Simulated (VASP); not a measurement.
Al, 1 atom in the cell. It takes space group Fm-3m (No. 225, cubic). The conventional cell has a = 4.050 Å, b = 4.050 Å, c = 4.050 Å, α = 90.00°, β = 90.00°, γ = 90.00°. Al (site symmetry m-3m) has 12 Al at 2.86 Å within 3.8 Å. 

- Program: VASP 6.6.1
- Task: single point
- Functional: PBE
- Potentials or basis: VASP PAW PBE potentials, release 64 (Al)
- Cutoff: 500 eV
- k mesh: 13 × 13 × 13
- Occupations: fermi-dirac, width 0.05 eV
- Spin: no spin polarisation
- Dipole correction: no
- Further INCAR settings: ALGO = Normal; EDIFF = 1e-06; NBANDS = 8

Potentials or basis: VASP PAW PBE potentials, release 64 (Al).

Launch:

```sh
$ cat potpaw_PBE.64/Al/POTCAR > POTCAR
$ mpirun -np 1 vasp_std > vasp.out
```

Hardware: 1 thread of Intel Xeon 6455B, with other jobs on the host.

Question: How long does it take, and how much memory?

Answer: Run time: 8.7 s on 1 thread of Intel Xeon 6455B (shared host), peak memory 0.13 GiB. Counts: scf iterations 10, k points 84.
